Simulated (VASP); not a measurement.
# TiO2 (P-4m2) in VASP: single point with PBE

Aim: the single point of TiO2 with PBE.

Program: VASP 6.6.1. These are calculated values, not measurements. Logs are shortened: lines on timing, memory, paths and dates and some standing lists are left out, and cuts for length are marked.

### 1 The cell of the first run

Symmetry: P-4m2, No. 115, tetragonal system. Conventional cell: a = 3.885 Å, b = 3.885 Å, c = 4.088 Å, α = 90.00°, β = 90.00°, γ = 90.00°. Ti (site symmetry 2mm) has 8 O at 1.98 to 2.54 Å within 2.6 Å. Within 2.6 Å of O (site symmetry m) lie 6 O at 1.90 to 2.50 Å and 4 Ti at 1.98 to 2.54 Å.

The cell was generated, and may not be a known phase.

### 2 Single point, PBE, collinear spin, ferromagnetic start

File INCAR:

```
SYSTEM = TiO2
  PREC = Accurate
  ENCUT = 520
  EDIFF = 1E-6
  ISMEAR = 0
  SIGMA = 0.1
  LREAL = .FALSE.
  LASPH = .TRUE.
  NELM = 150
  ALGO = Fast
  ISIF = 2
  LWAVE = .FALSE.
  LCHARG = .FALSE.
  ISPIN = 2
  MAGMOM = 0 0 0.18 0.18 0.18 0.18
  LORBIT = 11
  LMAXMIX = 4
  GGA = PE
  NBANDS = 37
```

File KPOINTS:

```
regular mesh
0
G
  10 10 10
  0 0 0
```

File POSCAR:

```
TiO2
1.0
    3.8845424490      0.0000000000      0.0000000000
    0.0000000000      3.8845424490      0.0000000000
    0.0000000000      0.0000000000      4.0881584083
Ti O
2 4
Direct
    0.0000000000      0.5000000000      0.3228860923
    0.5000000000      0.0000000000      0.6771139077
    0.5000000000      0.2439535808      0.2529222331
    0.5000000000      0.7560464192      0.2529222331
    0.2439535808      0.5000000000      0.7470777669
    0.7560464192      0.5000000000      0.7470777669
```

Potentials or basis: VASP PAW PBE potentials, release 64 (Ti_sv, O).

The run is started by

```
cat potpaw_PBE.64/Ti_sv/POTCAR potpaw_PBE.64/O/POTCAR > POTCAR
mpirun -np 1 vasp_std > vasp.out
```

OUTCAR:

```text
SYSTEM = TiO2
   PREC = Accurate
   ENCUT = 520
   EDIFF = 1E-6
   ISMEAR = 0
   LREAL = .FALSE.
   LASPH = .TRUE.
   NELM = 150
   ISIF = 2
   ISPIN = 2
   LORBIT = 11
   GGA = PE

 ion  position               nearest neighbor table
   1  0.000  0.500  0.323-   5 1.98   6 1.98   3 2.20   4 2.20   3 2.20   4 2.20
   2  0.500  0.000  0.677-   3 1.98   4 1.98   5 2.20   6 2.20   5 2.20   6 2.20
   3  0.500  0.244  0.253-   4 1.90   2 1.98   1 2.20   1 2.20
   4  0.500  0.756  0.253-   3 1.90   2 1.98   1 2.20   1 2.20
   5  0.244  0.500  0.747-   6 1.90   1 1.98   2 2.20   2 2.20
   6  0.756  0.500  0.747-   5 1.90   1 1.98   2 2.20   2 2.20

  LATTYP: Found a simple tetragonal cell.
 ALAT       =     3.8845424490
 C/A-ratio  =     1.0524169737

  Lattice vectors:

 A1 = (   3.8845424490,   0.0000000000,   0.0000000000)
 A2 = (   0.0000000000,   3.8845424490,   0.0000000000)
 A3 = (   0.0000000000,   0.0000000000,   4.0881584083)

Analysis of symmetry for initial positions (statically):
=====================================================================
 Subroutine PRICEL returns:
 Original cell was already a primitive cell.

 Routine SETGRP: Setting up the symmetry group for a
 simple tetragonal supercell.

 Subroutine GETGRP returns: Found  8 space group operations
 (whereof  8 operations were pure point group operations)
 out of a pool of 16 trial point group operations.

The static configuration has the point symmetry D_2d.

Analysis of symmetry for dynamics (positions and initial velocities):
=====================================================================
 Subroutine PRICEL returns:
 Original cell was already a primitive cell.

 Routine SETGRP: Setting up the symmetry group for a
 simple tetragonal supercell.

 Subroutine GETGRP returns: Found  8 space group operations
 (whereof  8 operations were pure point group operations)
 out of a pool of 16 trial point group operations.

The dynamic configuration has the point symmetry D_2d.

Analysis of structural, dynamic, and magnetic symmetry:
=====================================================================
 Subroutine PRICEL returns:
 Original cell was already a primitive cell.

 Routine SETGRP: Setting up the symmetry group for a
 simple tetragonal supercell.

 Subroutine GETGRP returns: Found  8 space group operations
 (whereof  8 operations were pure point group operations)
 out of a pool of 16 trial point group operations.

The overall configuration has the point symmetry D_2d.

 Subroutine INISYM returns: Found  8 space group operations
 (whereof  8 operations are pure point group operations),
 and found     1 'primitive' translations

----------------------------------------------------------------------------------------

                                     Primitive cell

  volume of cell :      61.6890

  direct lattice vectors                    reciprocal lattice vectors
     3.884542449  0.000000000  0.000000000     0.257430576  0.000000000  0.000000000
     0.000000000  3.884542449  0.000000000     0.000000000  0.257430576  0.000000000
     0.000000000  0.000000000  4.088158408     0.000000000  0.000000000  0.244608917

  length of vectors
     3.884542449  3.884542449  4.088158408     0.257430576  0.257430576  0.244608917

  position of ions in fractional coordinates (direct lattice)
     0.000000000  0.500000000  0.322886092
     0.500000000  0.000000000  0.677113908
     0.500000000  0.243953581  0.252922233
     0.500000000  0.756046419  0.252922233
     0.243953581  0.500000000  0.747077767
     0.756046419  0.500000000  0.747077767

  ion indices of the primitive-cell ions
   primitive index   ion index
                 1           1
                 2           2
                 3           3
                 4           4
                 5           5
                 6           6

[... 32 lines left out ...]
  0.400000  0.000000  0.000000      4.000000
  0.500000  0.000000  0.000000      2.000000
[... 16 lines left out ...]
  0.100000  0.000000  0.100000      8.000000
  0.200000  0.000000  0.100000      8.000000
 [... further k-points ...]
   k-points           NKPTS =    126   k-points in BZ     NKDIM =    126   number of bands    NBANDS=     37
   number of dos      NEDOS =    301   number of ions     NIONS =      6
   total plane-waves  NPLWV =  27000
   dimension x,y,z NGX =    30 NGY =   30 NGZ =   30
   dimension x,y,z NGXF=    60 NGYF=   60 NGZF=   60
   ions per type =               2   4
   NGX,Y,Z   is equivalent  to a cutoff of  12.84, 12.84, 12.20 a.u.
   NGXF,Y,Z  is equivalent  to a cutoff of  25.68, 25.68, 24.40 a.u.
 SYSTEM =  TiO2
   PREC   = accura    normal or accurate (medium, high low for compatibility)
   ISTART =      0    job   : 0-new  1-cont  2-samecut
   ICHARG =      2    charge: 1-file 2-atom 10-const
   ISPIN  =      2    spin polarized calculation?
   LNONCOLLINEAR =      F non collinear calculations
   LSORBIT =      F    spin-orbit coupling
   LASPH  =      T    aspherical Exc in radial PAW
   ENCUT  =  520.0 eV  38.22 Ry    6.18 a.u.   7.22  7.22  7.60*2*pi/ulx,y,z
   NELM   =    150;   NELMIN=  2; NELMDL= -5     # of ELM steps
   EDIFF  = 0.1E-05   stopping-criterion for ELM
   LREAL  =      F    real-space projection
   EDIFFG = 0.1E-04   stopping-criterion for IOM
   NSW    =      0    number of steps for IOM
   IBRION =     -1    ionic relax: 0-MD 1-quasi-New 2-CG
   NFREE  =      0    steps in history (QN), initial steepest desc. (CG)
   ISIF   =      2    stress and relaxation
   ISYM   =      2    0-nonsym 1-usesym 2-fastsym
   POTIM  = 0.5000    time-step for ionic-motion
   TEBEG  =    0.0;   TEEND  =   0.0 temperature during run
   PSTRESS=    0.0 pullay stress
   NELECT =      48.0000    total number of electrons
   NUPDOWN=      -1.0000    fix difference up-down
   EMIN   =  10.00;   EMAX   =-10.00  energy-range for DOS
   EFERMI =   0.00;   METHOD = LEGACY
   ISMEAR =     0;   SIGMA  =   0.10  broadening in eV -4-tet -1-fermi 0-gaus
   EFERMI_NEDOS =   21; number of points for ismear=-14 and -15
   IALGO  =     68    algorithm
   IMIX   =      4    mixing-type and parameters
     AMIX     =   0.40;   BMIX     =  1.00
     AMIX_MAG =   1.60;   BMIX_MAG =  1.00
  volume/ion in A,a.u.               =      10.28        69.38
  Fermi-wavevector in a.u.,A,eV,Ry     =   1.505750  2.845454 30.848243  2.267282
  Thomas-Fermi vector in A             =   2.616557
   LORBIT       =     11    0 simple, 1 ext, 2 COOP (PROOUT), +10 PAW based schemes
   GGA     = PE    functional components
   LHFCALC =     F    Hartree Fock is set to
   AEXX    =    0.0000 exact exchange contribution
   IVDW    =     0    specifies the selected vdW correction
   LEPSILON=     F    determine dielectric tensor
   LRPA    =     F    only Hartree local field effects (RPA)
 spin polarized calculation
 RMM-DIIS sequential band-by-band and
 Gauss-broadening in eV      SIGMA  =   0.10
  energy-cutoff  :      520.00
  volume of cell :       61.69
 maximum number of plane-waves:      1684
 NGX is ok and might be reduce to    30
   NGX = 15   NGY = 15   NGZ = 15

 number of electron      48.0000000 magnetization       0.0000036

 number of electron      48.0000000 magnetization      -0.0000010

 Free energy of the ion-electron system (eV)
  ---------------------------------------------------
  ext. energy  EPLUGINS =         0.00000000
  ---------------------------------------------------
  free energy    TOTEN  =       -45.15060179 eV

  energy without entropy =      -45.14096553  energy(sigma->0) =      -45.14578366

 E-fermi :   7.4900     XC(G=0): -11.6757

 val. band max:        7.4889441620   @ k =   0.4000   0.4000   0.3000
 cond. band min:       7.4942011323   @ k =   0.3000   0.3000   0.1000
 fundamental gap:      0.0052569703
 Fermi energy:         7.4900433796

 spin component 1

 k-point     1 :       0.0000    0.0000    0.0000
  band No.  band energies     occupation
      1     -50.6612      1.00000
      2     -50.6164      1.00000
      3     -27.0668      1.00000
      4     -27.0046      1.00000
      5     -26.8999      1.00000
      6     -26.8999      1.00000
[... 925 lines left out ...]
     35      12.0862      0.00000
     36      15.7381      0.00000

 [... further k-points ...]

 spin component 2

 k-point     1 :       0.0000    0.0000    0.0000
  band No.  band energies     occupation
      1     -50.6612      1.00000
      2     -50.6164      1.00000
      3     -27.0668      1.00000
      4     -27.0046      1.00000
      5     -26.8999      1.00000
      6     -26.8999      1.00000
[... 925 lines left out ...]
     35      12.0863      0.00000
     36      15.7414      0.00000

 [... further k-points ...]

 [bands above 36 left out]

------------------------ aborting loop because EDIFF is reached ----------------------------------------

  FORCE on cell =-STRESS in cart. coord.  units (eV):
  Direction    XX          YY          ZZ          XY          YZ          ZX
  --------------------------------------------------------------------------------------
  -------------------------------------------------------------------------------------
  Total        0.1482954      0.1482954      0.3478430      0.0000000      0.0000000      0.0000000
  in kB        3.8515085      3.8515085      9.0341322      0.0000000      0.0000000      0.0000000
  external PRESSURE =       5.5790498 kB  Pullay stress =       0.0000000 kB

 VOLUME and BASIS-vectors are now :
 -----------------------------------------------------------------------------
  energy-cutoff  :      520.00
  volume of cell :       61.69
      direct lattice vectors                 reciprocal lattice vectors
     3.884542449  0.000000000  0.000000000     0.257430576  0.000000000  0.000000000
     0.000000000  3.884542449  0.000000000     0.000000000  0.257430576  0.000000000
     0.000000000  0.000000000  4.088158408     0.000000000  0.000000000  0.244608917

 POSITION                                       TOTAL-FORCE (eV/Angst)
 -----------------------------------------------------------------------------------
      0.00000      1.94227      1.32001        -0.000000      0.000000     -0.118739
      1.94227      0.00000      2.76815         0.000000      0.000000      0.118739
      1.94227      0.94765      1.03399         0.000000      0.018828     -0.056847
      1.94227      2.93689      1.03399         0.000000     -0.018828     -0.056847
      0.94765      1.94227      3.05417         0.018828      0.000000      0.056847
      2.93689      1.94227      3.05417        -0.018828      0.000000      0.056847
 -----------------------------------------------------------------------------------
    total drift:                                0.000000      0.000000     -0.000000

  FREE ENERGIE OF THE ION-ELECTRON SYSTEM (eV)
  ---------------------------------------------------
  free  energy   TOTEN  =       -45.1506017933 eV

  energy  without entropy=      -45.1409655332  energy(sigma->0) =      -45.14578366

 total charge

# of ion       s       p       d       tot
------------------------------------------
    1        2.157   6.145   1.818  10.119
    2        2.157   6.145   1.818  10.119
    3        1.607   3.336   0.000   4.944
    4        1.607   3.336   0.000   4.944
    5        1.607   3.336   0.000   4.944
    6        1.607   3.336   0.000   4.944
--------------------------------------------------
tot         10.741  25.636   3.635  40.013

 magnetization (x)

# of ion       s       p       d       tot
------------------------------------------
    1        0.000  -0.000  -0.000  -0.000
    2        0.000  -0.000  -0.000  -0.000
    3       -0.000   0.000   0.000   0.000
    4       -0.000   0.000   0.000   0.000
    5       -0.000   0.000   0.000   0.000
    6       -0.000   0.000   0.000   0.000
--------------------------------------------------
tot          0.000   0.000  -0.000  -0.000
```

Wall time 31 min (1 thread of Oxide Virtual Turin-like, shared host); peak memory 0.44 GiB.

What came out:

- Free energy: -45.1506 eV
- Pressure: 0.6 GPa
- Largest force: 0.119 eV/Å
- Band gap on the k mesh: zero (filled and empty bands overlap)
- Net moment: 0.00 μB per cell
- Valence electrons inside the program's atomic spheres: Ti 10.12; O 4.94

Forces on the atoms (eV/Å):
```
Ti   0.000  0.000 -0.119
Ti   0.000  0.000  0.119
O    0.000  0.019 -0.057
O    0.000 -0.019 -0.057
O    0.019  0.000  0.057
O   -0.019  0.000  0.057
```

Stress tensor (GPa, compression positive):
```
0.39 0.00 0.00
0.00 0.39 0.00
0.00 0.00 0.90
```

Levels at points of the mesh, in eV from the Fermi level:
Spin up:
```
           k point  band 20  band 21  band 22  band 23  band 24  band 25  band 26  band 27  band 28  band 29
(0.00, 0.00, 0.00)    -4.36    -3.08    -2.97    -1.87     0.91     0.91     1.41     1.64     1.64     2.06
(0.50, 0.00, 0.00)    -3.80    -3.42    -2.86    -2.44    -0.72     0.63     0.78     0.88     1.31     2.28
(0.50, 0.50, 0.00)    -3.57    -3.57    -3.08    -2.67    -1.91    -0.78     0.52     0.52     1.78     1.79
(0.00, 0.00, 0.50)    -3.82    -2.84    -2.84    -1.37     0.77     0.87     0.87     1.52     1.52     1.95
(0.50, 0.00, 0.50)    -3.47    -3.24    -3.12    -2.59    -0.72     0.75     1.26     1.36     1.38     1.74
(0.50, 0.50, 0.50)    -4.20    -3.36    -3.36    -3.25    -1.92     0.46     0.67     0.67     1.64     1.64
```
Spin down:
```tsv
k point	band 21	band 22	band 23	band 24	band 25	band 26	band 27	band 28
(0.00, 0.00, 0.00)	-3.08	-2.97	-1.87	0.91	0.91	1.41	1.64	1.64
(0.50, 0.00, 0.00)	-3.42	-2.86	-2.44	-0.72	0.63	0.78	0.88	1.31
(0.50, 0.50, 0.00)	-3.57	-3.08	-2.67	-1.91	-0.78	0.52	0.52	1.78
(0.00, 0.00, 0.50)	-2.84	-2.84	-1.37	0.77	0.87	0.87	1.52	1.52
(0.50, 0.00, 0.50)	-3.24	-3.12	-2.59	-0.72	0.75	1.26	1.36	1.38
(0.50, 0.50, 0.50)	-3.36	-3.36	-3.25	-1.92	0.46	0.67	0.67	1.64
```
